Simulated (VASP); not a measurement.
Set up this calculation in VASP 6.6.1, as the native input.

| Item | Value |
| --- | --- |
| Task | single point |
| Functional | PBE |
| Potentials or basis | VASP PAW PBE potentials, release 64 (Li_sv, Si, N) |
| Cutoff | 520 eV |
| k mesh | 6 × 6 × 4 |
| Occupations | gaussian, width 0.1 eV |
| Spin | no spin polarisation |
| Dipole correction | no |
| Further INCAR settings | ALGO = Normal; EDIFF = 1e-06; NBANDS = 18 |

The structure of LiSi2N2 lies in POSCAR:

```
LiSi2N2
1.0
    3.4222401900      0.0000000000      0.0000000000
   -1.7111200900      2.9637469400      0.0000000000
    0.0000000000      0.0000000000      5.6144566400
Li Si N
1 2 2
Direct
    0.0000000000      0.0000000000      0.0000000000
    0.3333333300      0.6666666700      0.2265000000
    0.6666666700      0.3333333300      0.7735000000
    0.3333333300      0.6666666700      0.6069999900
    0.6666666700      0.3333333300      0.3930000100
```

One way to write it, as run:

INCAR

```
PREC = Accurate
ENCUT = 520
EDIFF = 1E-6
ISMEAR = 0
SIGMA = 0.1
LREAL = False
LASPH = True
NELM = 100
ALGO = Normal
ISIF = 2
LWAVE = False
LCHARG = False
GGA = PE
NBANDS = 18
```

KPOINTS

```
Automatic mesh
0
Gamma
  6 6 4
```

Potentials or basis: VASP PAW PBE potentials, release 64 (Li_sv, Si, N).

Launch:

```console
$ cat potpaw_PBE.64/Li_sv/POTCAR potpaw_PBE.64/Si/POTCAR potpaw_PBE.64/N/POTCAR > POTCAR
$ mpirun -np 1 vasp_std > vasp.out
```

Results of the run:

The largest force is 5.757 eV/Å.

Caveat: forces of over 1 eV/Å act on the atoms, so gaps and moduli don't describe the material at rest.

Wall time 10 s on 1 thread of Intel(R) Xeon(R) 6975P-C (Granite Rapids) (shared host), peak memory 0.17 GiB.
